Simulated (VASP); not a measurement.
Wanted: the native input for a VASP 6.6.1 run.

```yaml
Task: single point
Functional: LDA
Potentials_or_basis: VASP PAW LDA potentials, release 64 (Ge_d)
Cutoff: 520 eV
k_mesh: 6 × 6 × 6
Occupations: gaussian, width 0.1 eV
Spin: no spin polarisation
Dipole_correction: no
Further_INCAR_settings: ALGO = Normal; EDIFF = 1e-06; NBANDS = 21
```

The structure of Ge lies in POSCAR:

```
Ge
1.0
    0.0000000000      2.8287700000      2.8287700000
    2.8287700000      0.0000000000      2.8287700000
    2.8287700000      2.8287700000      0.0000000000
Ge
2
Direct
    0.5000000000      0.5000000000      0.5000000000
    0.7500000000      0.7500000000      0.7500000000
```

One way to write it, as run:

INCAR

```
  PREC = Accurate
  ENCUT = 520
  EDIFF = 1E-6
  ISMEAR = 0
  SIGMA = 0.1
  LREAL = F
  LASPH = T
  NELM = 80
  ALGO = Normal
  ISIF = 2
  LWAVE = F
  LCHARG = F
  NBANDS = 21
```

KPOINTS

```
regular mesh
0
Gamma
  6 6 6
```

Potentials or basis: VASP PAW LDA potentials, release 64 (Ge_d).

Run with:

```bash
$ cat potpaw_LDA.64/Ge_d/POTCAR > POTCAR
$ mpirun -np 1 vasp_std > vasp.out
```

Results of the run:

```
Pressure               : -1.0 GPa
Band gap on the k mesh : zero (filled and empty bands touch)
```

Caveat: semilocal functionals underestimate gaps, so a narrow gap can read as zero.

It took 5.5 s on 1 thread of Intel(R) Xeon(R) 6975P-C (Granite Rapids), with other jobs on the host, peak memory 0.14 GiB.
